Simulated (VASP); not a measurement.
# Al3Ru2 (I4/mmm) in VASP: further runs

Al3Ru2 is run at these levels: PBEsol; tasks: single point.

Program: VASP 6.6.1. These are calculated values, not measurements. Logs are shortened: lines on timing, memory, paths and dates and some standing lists are left out, and cuts for length are marked.

## Step 1: The cell of the first run

It takes space group I4/mmm (No. 139, tetragonal). The conventional cell has a = 3.126 Å, b = 3.126 Å, c = 14.606 Å, α = 90.00°, β = 90.00°, γ = 90.00°. Al (site symmetry 4/mmm) has 8 Ru at 2.69 Å and 6 Al at 2.80 to 3.13 Å within 3.6 Å. Within 3.4 Å of Al (site symmetry 4mm) lie 5 Ru at 2.55 to 2.96 Å and 9 Al at 2.78 to 3.13 Å. Ru (site symmetry 4mm) has 9 Al at 2.55 to 2.96 Å and 5 Ru at 3.08 to 3.13 Å within 3.4 Å.

## Step 2: Single point, PBEsol (14.27 Å³/atom)

INCAR

```
SYSTEM = Al3Ru2
ALGO     = Fast           ! electronic algorithm
EDIFF    = 1E-6           ! SCF threshold, eV
ENCUT    = 520            ! plane-wave cutoff, eV
GGA      = PS             ! functional
ISIF     = 2              ! what is computed and relaxed
ISMEAR   = 0              ! smearing method
LASPH    = .TRUE.         ! aspherical terms in the spheres
LCHARG   = .FALSE.        ! write CHGCAR
LREAL    = .FALSE.        ! projectors in reciprocal space
LWAVE    = .FALSE.        ! write WAVECAR
NBANDS   = 26             ! bands
NELM     = 60             ! most SCF steps
PREC     = Accurate       ! precision mode
SIGMA    = 0.1            ! smearing width, eV
```

KPOINTS

```
k-points
0
G
  16 16 16
  0 0 0
```

POSCAR

```
Al3Ru2
1.0
   -1.5628250845      1.5628250845      7.3027828541
    1.5628250845     -1.5628250845      7.3027828541
    1.5628250845      1.5628250845     -7.3027828541
Al Ru
3 2
Direct
    0.0000000000      0.0000000000      0.0000000000
    0.8079674614      0.8079674614      0.0000000000
    0.1920325386      0.1920325386      0.0000000000
    0.6054855572      0.6054855572      0.0000000000
    0.3945144428      0.3945144428      0.0000000000
```

Potentials or basis: VASP PAW PBE potentials, release 64 (Al, Ru_pv).

The run is started by

```bash
> cat potpaw_PBE.64/Al/POTCAR potpaw_PBE.64/Ru_pv/POTCAR > POTCAR
> mpirun -np 1 vasp_std > vasp.out
```

OUTCAR:

```text
SYSTEM = Al3Ru2
   EDIFF = 1E-6
   ENCUT = 520
   GGA = PS
   ISIF = 2
   ISMEAR = 0
   LASPH = .TRUE.
   LREAL = .FALSE.
   NELM = 60
   PREC = Accurate

 ion  position               nearest neighbor table
   1  0.000  0.000  0.000-   4 2.69   4 2.69   4 2.69   5 2.69   5 2.69   5 2.69   4 2.69   5 2.69
                             2 2.80   3 2.80
   2  0.808  0.808  0.000-   5 2.55   5 2.55   5 2.55   5 2.55   3 2.78   3 2.78   3 2.78   3 2.78
                             1 2.80   4 2.96
   3  0.192  0.192  0.000-   4 2.55   4 2.55   4 2.55   4 2.55   2 2.78   2 2.78   2 2.78   2 2.78
                             1 2.80   5 2.96
   4  0.605  0.605  0.000-   3 2.55   3 2.55   3 2.55   3 2.55   1 2.69   1 2.69   1 2.69   1 2.69
                             2 2.96   5 3.08
   5  0.395  0.395  0.000-   2 2.55   2 2.55   2 2.55   2 2.55   1 2.69   1 2.69   1 2.69   1 2.69
                             3 2.96   4 3.08

  LATTYP: Found a body centered tetragonal cell.
 ALAT       =     3.1256501690
 C/A-ratio  =     4.6728088297

  Lattice vectors:

 A1 = (  -1.5628250845,   1.5628250845,   7.3027828541)
 A2 = (   1.5628250845,  -1.5628250845,   7.3027828541)
 A3 = (   1.5628250845,   1.5628250845,  -7.3027828541)

Analysis of symmetry for initial positions (statically):
=====================================================================
 Subroutine PRICEL returns:
 Original cell was already a primitive cell.

 Routine SETGRP: Setting up the symmetry group for a
 body centered tetragonal supercell.

 Subroutine GETGRP returns: Found 16 space group operations
 (whereof 16 operations were pure point group operations)
 out of a pool of 16 trial point group operations.

The static configuration has the point symmetry D_4h.

Analysis of symmetry for dynamics (positions and initial velocities):
=====================================================================
 Subroutine PRICEL returns:
 Original cell was already a primitive cell.

 Routine SETGRP: Setting up the symmetry group for a
 body centered tetragonal supercell.

 Subroutine GETGRP returns: Found 16 space group operations
 (whereof 16 operations were pure point group operations)
 out of a pool of 16 trial point group operations.

The dynamic configuration has the point symmetry D_4h.

 Subroutine INISYM returns: Found 16 space group operations
 (whereof 16 operations are pure point group operations),
 and found     1 'primitive' translations

[... 104 lines left out ...]
   IBRION =     -1    ionic relax: 0-MD 1-quasi-New 2-CG
   NFREE  =      0    steps in history (QN), initial steepest desc. (CG)
   ISIF   =      2    stress and relaxation
   ISYM   =      2    0-nonsym 1-usesym 2-fastsym
   POTIM  = 0.5000    time-step for ionic-motion
   TEBEG  =    0.0;   TEEND  =   0.0 temperature during run
   PSTRESS=    0.0 pullay stress
   NELECT =      37.0000    total number of electrons
   NUPDOWN=      -1.0000    fix difference up-down
   EMIN   =  10.00;   EMAX   =-10.00  energy-range for DOS
   EFERMI =   0.00;   METHOD = LEGACY
   ISMEAR =     0;   SIGMA  =   0.10  broadening in eV -4-tet -1-fermi 0-gaus
   EFERMI_NEDOS =   21; number of points for ismear=-14 and -15
   IALGO  =     68    algorithm
   IMIX   =      4    mixing-type and parameters
     AMIX     =   0.40;   BMIX     =  1.00
     AMIX_MAG =   1.60;   BMIX_MAG =  1.00
  volume/ion in A,a.u.               =      14.27        96.29
  Fermi-wavevector in a.u.,A,eV,Ry     =   1.315282  2.485523 23.537643  1.729968
  Thomas-Fermi vector in A             =   2.445476
   LORBIT       =      0    0 simple, 1 ext, 2 COOP (PROOUT), +10 PAW based schemes
   GGA     = PS    functional components
   LHFCALC =     F    Hartree Fock is set to
   AEXX    =    0.0000 exact exchange contribution
   IVDW    =     0    specifies the selected vdW correction
   LEPSILON=     F    determine dielectric tensor
   LRPA    =     F    only Hartree local field effects (RPA)
 non-spin polarized calculation
 RMM-DIIS sequential band-by-band and
 Gauss-broadening in eV      SIGMA  =   0.10
  energy-cutoff  :      520.00
  volume of cell :       71.35
 maximum number of plane-waves:      1952
 NGX is ok and might be reduce to    60
   NGX = 29   NGY = 29   NGZ = 29

 number of electron      37.0000000 magnetization

 Free energy of the ion-electron system (eV)
  ---------------------------------------------------
  ext. energy  EPLUGINS =         0.00000000
  ---------------------------------------------------
  free energy    TOTEN  =       -35.86113014 eV

  energy without entropy =      -35.85487491  energy(sigma->0) =      -35.85800252

 E-fermi :   9.6902     XC(G=0): -12.0309

 val. band max:        9.6852258513   @ k =   0.3125   0.1875   0.1250
 cond. band min:       9.6953634513   @ k =  -0.3750   0.3125  -0.0000
 fundamental gap:      0.0101376000
 Fermi energy:         9.6901843394

 k-point     1 :       0.0000    0.0000    0.0000
  band No.  band energies     occupation
      1     -32.1618      2.00000
      2     -32.1273      2.00000
      3     -32.1273      2.00000
      4     -32.1210      2.00000
      5     -32.1210      2.00000
      6     -32.0861      2.00000
[... 685 lines left out ...]
     25      15.2017      0.00000
     26      16.9298      0.00000

 [... further k-points ...]

------------------------ aborting loop because EDIFF is reached ----------------------------------------

  FORCE on cell =-STRESS in cart. coord.  units (eV):
  Direction    XX          YY          ZZ          XY          YZ          ZX
  --------------------------------------------------------------------------------------
  -------------------------------------------------------------------------------------
  Total       -4.2004567     -4.2004567     -4.2277666      0.0000000      0.0000000     -0.0000000
  in kB      -94.3274229    -94.3274229    -94.9407070      0.0000000      0.0000000     -0.0000000
  external PRESSURE =     -94.5318509 kB  Pullay stress =       0.0000000 kB

 VOLUME and BASIS-vectors are now :
 -----------------------------------------------------------------------------
  energy-cutoff  :      520.00
  volume of cell :       71.35
      direct lattice vectors                 reciprocal lattice vectors
    -1.562825085  1.562825085  7.302782854     0.000000000  0.319933437  0.068467050
     1.562825085 -1.562825085  7.302782854     0.319933437  0.000000000  0.068467050
     1.562825085  1.562825085 -7.302782854     0.319933437  0.319933437  0.000000000

 POSITION                                       TOTAL-FORCE (eV/Angst)
 -----------------------------------------------------------------------------------
      0.00000      0.00000      0.00000         0.000000      0.000000      0.000000
      0.00000      0.00000     11.80082         0.000000      0.000000     -0.006456
      0.00000      0.00000      2.80474        -0.000000     -0.000000      0.006456
      0.00000      0.00000      8.84346         0.000000      0.000000     -0.013802
      0.00000      0.00000      5.76211        -0.000000     -0.000000      0.013802
 -----------------------------------------------------------------------------------
    total drift:                                0.000000      0.000000      0.000000

  FREE ENERGIE OF THE ION-ELECTRON SYSTEM (eV)
  ---------------------------------------------------
  free  energy   TOTEN  =       -35.8611301362 eV

  energy  without entropy=      -35.8548749110  energy(sigma->0) =      -35.85800252
```

stdout:

```text
POSCAR found type information on POSCAR AlRu
 POSCAR found :  2 types and       5 ions
 scaLAPACK will be used
 -----------------------------------------------------------------------------
|                                                                             |
|                                                                             |
|     You enforced a specific xc type in the INCAR file but a different       |
|     I HOPE YOU KNOW WHAT YOU ARE DOING!                                     |
|                                                                             |
 -----------------------------------------------------------------------------

 LDA part: xc-table for (Slater+PW92), standard interpolation
 POSCAR, INCAR and KPOINTS ok, starting setup
 FFT: planning ... GRIDC
 FFT: planning ... GRID_SOFT
 FFT: planning ... GRID
 WAVECAR not read
 entering main loop
```

Run time: 32 min. Hardware: 1 thread of Intel Xeon Platinum 8559C (Emerald Rapids), shared host; peak memory 0.87 GiB.

What came out:

```yaml
Free_energy: -35.8611 eV
Pressure: -9.5 GPa
Largest_force: 0.014 eV/Å
Band_gap_on_the_k_mesh: zero (an odd number of electrons rules out a gap without spin polarisation)
```

Forces in eV/Å, atoms in the order of the input:
```
Al   0.000  0.000  0.000
Al   0.000  0.000 -0.006
Al   0.000  0.000  0.006
Ru   0.000  0.000 -0.014
Ru   0.000  0.000  0.014
```

Levels at points of the mesh, in eV from the Fermi level:
```tsv
k point	band 15	band 16	band 17	band 18	band 19	band 20	band 21	band 22	band 23	band 24
(0.00, 0.00, 0.00)	-1.28	-0.79	-0.79	-0.22	-0.10	3.09	4.26	5.29	5.29	5.75
(0.50, 0.00, 0.00)	-1.83	-1.62	-1.59	-0.99	-0.33	1.19	1.48	3.76	4.64	6.05
(0.50, 0.50, 0.00)	-1.60	-0.58	0.41	0.62	1.01	1.05	1.88	1.91	3.31	3.85
(0.50, 0.50, 0.50)	-1.47	-0.49	-0.49	-0.20	-0.11	2.14	4.24	4.24	5.87	6.61
```

Caveat: the cell stands under tension; the PAW data sets were made with another functional, which shifts forces and pressure a little.

## Step 3: Single point, PBEsol (13.06 Å³/atom)

This run uses another cell than the first one, of 13.06 Å³/atom.

INCAR

```
PREC     = Accurate       # precision mode
ENCUT    = 520            # plane-wave cutoff, eV
EDIFF    = 1E-7           # SCF threshold, eV
ISMEAR   = 0              # smearing method
SIGMA    = 0.1            # smearing width, eV
LREAL    = False          # projectors in reciprocal space
LASPH    = True           # aspherical terms in the spheres
NELM     = 80             # most SCF steps
ALGO     = Fast           # electronic algorithm
ISIF     = 2              # what is computed and relaxed
LWAVE    = False          # write WAVECAR
LCHARG   = False          # write CHGCAR
GGA      = PS             # functional
NBANDS   = 26             # bands
```

KPOINTS

```
regular mesh
0
Gamma
  16 16 16
```

POSCAR

```
Al3Ru2
1.0
   -1.5226113691      1.5226113691      7.0403924151
    1.5226113691     -1.5226113691      7.0403924151
    1.5226113691      1.5226113691     -7.0403924151
Al Ru
3 2
Direct
    0.0000000000      0.0000000000      0.0000000000
    0.8055891434      0.8055891434      0.0000000000
    0.1944108566      0.1944108566      0.0000000000
    0.6056745272      0.6056745272      0.0000000000
    0.3943254728      0.3943254728      0.0000000000
```

Potentials or basis: VASP PAW PBE potentials, release 64 (Al, Ru_pv).

The run is started by

```bash
> cat potpaw_PBE.64/Al/POTCAR potpaw_PBE.64/Ru_pv/POTCAR > POTCAR
> mpirun -np 1 vasp_std > vasp.out
```

Run time: 39 min. Hardware: 1 thread of AMD EPYC 9R45 (Zen 5), shared host; peak memory 0.75 GiB.

Results (log left out):

| Item | Value |
| --- | --- |
| Free energy | -35.9471 eV |
| Pressure | 6.3 GPa |
| Largest force | 0.009 eV/Å |
| Band gap on the k mesh | zero (an odd number of electrons rules out a gap without spin polarisation) |

Forces on the atoms (eV/Å):
```
Al   0.000  0.000  0.000
Al   0.000  0.000 -0.009
Al   0.000  0.000  0.009
Ru   0.000  0.000 -0.004
Ru   0.000  0.000  0.004
```

Levels at points of the mesh, in eV from the Fermi level:
```csv
k point,band 15,band 16,band 17,band 18,band 19,band 20,band 21,band 22,band 23,band 24
"(0.00, 0.00, 0.00)",-1.44,-0.89,-0.89,-0.23,-0.08,3.58,4.85,5.54,5.54,6.13
"(0.50, 0.00, 0.00)",-2.02,-1.79,-1.69,-1.16,-0.37,1.38,1.69,4.24,5.17,6.65
"(0.50, 0.50, 0.00)",-1.84,-0.55,0.52,0.65,1.16,1.21,2.06,2.24,3.87,4.09
"(0.50, 0.50, 0.50)",-1.68,-0.52,-0.52,-0.21,-0.10,2.54,4.40,4.40,5.64,7.32
```

Caveat: the cell stands under pressure; the PAW data sets were made with another functional, which shifts forces and pressure a little.

## Step 4: Single point, PBEsol (13.06 Å³/atom)

This run uses another cell than the first one, of 13.06 Å³/atom.

INCAR is that of step 3.

KPOINTS is that of step 3.

POSCAR

```
Al3Ru2
1.0
   -1.5226113675      1.5226113675      7.0403924287
    1.5226113675     -1.5226113675      7.0403924287
    1.5226113675      1.5226113675     -7.0403924287
Al Ru
3 2
Direct
    0.0000000000      0.0000000000      0.0000000000
    0.8055891416      0.8055891416      0.0000000000
    0.1944108584      0.1944108584      0.0000000000
    0.6056745305      0.6056745305      0.0000000000
    0.3943254695      0.3943254695      0.0000000000
```

Potentials or basis: VASP PAW PBE potentials, release 64 (Al, Ru_pv).

The run is started by

```bash
> cat potpaw_PBE.64/Al/POTCAR potpaw_PBE.64/Ru_pv/POTCAR > POTCAR
> mpirun -np 1 vasp_std > vasp.out
```

OUTCAR:

```text
PREC = Accurate
   ENCUT = 520
   EDIFF = 1E-7
   ISMEAR = 0
   LREAL = False
   LASPH = True
   NELM = 80
   ISIF = 2
   GGA = PS

 ion  position               nearest neighbor table
   1  0.000  0.000  0.000-   4 2.62   4 2.62   4 2.62   5 2.62   4 2.62   5 2.62   5 2.62   5 2.62
                             2 2.74   3 2.74
   2  0.806  0.806  0.000-   5 2.49   5 2.49   5 2.49   5 2.49   3 2.66   3 2.66   3 2.66   3 2.66
                             1 2.74   4 2.81
   3  0.194  0.194  0.000-   4 2.49   4 2.49   4 2.49   4 2.49   2 2.66   2 2.66   2 2.66   2 2.66
                             1 2.74   5 2.81
   4  0.606  0.606  0.000-   3 2.49   3 2.49   3 2.49   3 2.49   1 2.62   1 2.62   1 2.62   1 2.62
                             2 2.81   5 2.98
   5  0.394  0.394  0.000-   2 2.49   2 2.49   2 2.49   2 2.49   1 2.62   1 2.62   1 2.62   1 2.62
                             3 2.81   4 2.98

  LATTYP: Found a body centered tetragonal cell.
 ALAT       =     3.0452227350
 C/A-ratio  =     4.6238932527

  Lattice vectors:

 A1 = (  -1.5226113675,   1.5226113675,   7.0403924287)
 A2 = (   1.5226113675,  -1.5226113675,   7.0403924287)
 A3 = (   1.5226113675,   1.5226113675,  -7.0403924287)
[... 185 lines left out ...]
 cond. band min:      10.8847563253   @ k =   0.2500   0.1250   0.1250
 fundamental gap:      0.0063106052
 Fermi energy:        10.8808797815

 k-point     1 :       0.0000    0.0000    0.0000
  band No.  band energies     occupation
      1     -31.0521      2.00000
      2     -30.9694      2.00000
      3     -30.9694      2.00000
      4     -30.9599      2.00000
      5     -30.9599      2.00000
      6     -30.9400      2.00000
[... 685 lines left out ...]
     25      16.7956      0.00000
     26      18.1424      0.00000

 [... further k-points ...]

------------------------ aborting loop because EDIFF is reached ----------------------------------------

  FORCE on cell =-STRESS in cart. coord.  units (eV):
  Direction    XX          YY          ZZ          XY          YZ          ZX
  --------------------------------------------------------------------------------------
  -------------------------------------------------------------------------------------
  Total        2.5532713      2.5532713      2.5836898      0.0000000     -0.0000000      0.0000000
  in kB       62.6574254     62.6574254     63.4038986      0.0000000     -0.0000000      0.0000000
  external PRESSURE =      62.9062498 kB  Pullay stress =       0.0000000 kB

 VOLUME and BASIS-vectors are now :
 -----------------------------------------------------------------------------
  energy-cutoff  :      520.00
  volume of cell :       65.29
      direct lattice vectors                 reciprocal lattice vectors
    -1.522611367  1.522611367  7.040392429     0.000000000  0.328383204  0.071018768
     1.522611367 -1.522611367  7.040392429     0.328383204  0.000000000  0.071018768
     1.522611367  1.522611367 -7.040392429     0.328383204  0.328383204  0.000000000

 POSITION                                       TOTAL-FORCE (eV/Angst)
 -----------------------------------------------------------------------------------
      0.00000      0.00000      0.00000         0.000000      0.000000      0.000000
      0.00000      0.00000     11.34333         0.000000      0.000000     -0.008628
      0.00000      0.00000      2.73746        -0.000000     -0.000000      0.008628
      0.00000      0.00000      8.52837         0.000000      0.000000     -0.003997
      0.00000      0.00000      5.55241         0.000000      0.000000      0.003997
 -----------------------------------------------------------------------------------
    total drift:                               -0.000000      0.000000     -0.000000

  FREE ENERGIE OF THE ION-ELECTRON SYSTEM (eV)
  ---------------------------------------------------
  free  energy   TOTEN  =       -35.9471014890 eV

  energy  without entropy=      -35.9410502314  energy(sigma->0) =      -35.94407586
```

OSZICAR:

```text
N       E                     dE             d eps       ncg     rms          rms(c)
DAV:   1     0.297717485888E+03    0.29772E+03   -0.20017E+04 19388   0.135E+03
DAV:   2    -0.279358565936E+02   -0.32565E+03   -0.31633E+03 19076   0.383E+02
DAV:   3    -0.374541828858E+02   -0.95183E+01   -0.93297E+01 22590   0.641E+01
DAV:   4    -0.375664753910E+02   -0.11229E+00   -0.11205E+00 21038   0.670E+00
[... 11 lines left out ...]
RMM:  16    -0.359471038681E+02    0.54117E-06   -0.80509E-07 19621   0.607E-03    0.486E-02
RMM:  17    -0.359471041822E+02   -0.31409E-06   -0.67681E-07 18185   0.465E-03    0.826E-02
RMM:  18    -0.359471032914E+02    0.89078E-06   -0.56410E-07 17777   0.517E-03    0.624E-02
RMM:  19    -0.359471015801E+02    0.17113E-05   -0.20024E-06 21367   0.894E-03    0.391E-03
RMM:  20    -0.359471014890E+02    0.91141E-07   -0.73236E-08 11161   0.164E-03
   1 F= -.35947101E+02 E0= -.35944076E+02  d E =-.605126E-02
```

Run time: 39 min. Hardware: 1 thread of AMD EPYC 9R45 (Zen 5), shared host; peak memory 0.74 GiB.

Results:

| Item | Value |
| --- | --- |
| Free energy | -35.9471 eV |
| Pressure | 6.3 GPa |
| Largest force | 0.009 eV/Å |
| Band gap on the k mesh | zero (an odd number of electrons rules out a gap without spin polarisation) |

Forces on the atoms (eV/Å):
```
Al   0.000  0.000  0.000
Al   0.000  0.000 -0.009
Al   0.000  0.000  0.009
Ru   0.000  0.000 -0.004
Ru   0.000  0.000  0.004
```

Caveat: the cell stands under pressure; the PAW data sets were made with another functional, which shifts forces and pressure a little.
